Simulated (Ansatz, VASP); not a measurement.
# TaN: VASP beside Ansatz

```
Ta N
1.0
     0.00000    2.19256    2.19256
     2.19256    0.00000    2.19256
     2.19256    2.19256    0.00000
Ta N
1 1
Direct
  0.50000 0.50000 0.50000
  0.00000 0.00000 0.00000
```

Alike in both runs: functional PBE; dispersion D3(BJ); k mesh 16 × 16 × 16; occupations gaussian, width 0.1 eV; no spin polarisation.

Ansatz relaxed the structure, and its values are those at the end. VASP's run is a single point on that final structure, the one shown.

|  | VASP | Ansatz |
| --- | --- | --- |
| version | VASP 6.6.1 | Ansatz 0.2.0 |
| potentials or method | VASP PAW PBE potentials, release 64 (Ta_pv, N), cutoff 520 eV | scalar-relativistic, plane waves, PAW |
| valence electrons in the cell | 16 | 18 |

Ansatz gave:

- gap on the k mesh at the Fermi level (eV): none
- pressure (GPa): 0.0

Task: What did VASP give for the same quantities?

Result: gap on the k mesh at the Fermi level (eV): none; pressure (GPa): 0.9.

A gap of «none» marks a metal or a gap that the smearing closes. VASP's potentials hold 16 valence electrons a cell and Ansatz's 18, so a difference there can come from the potentials and not from the codes.

Spin-orbit coupling is off throughout.
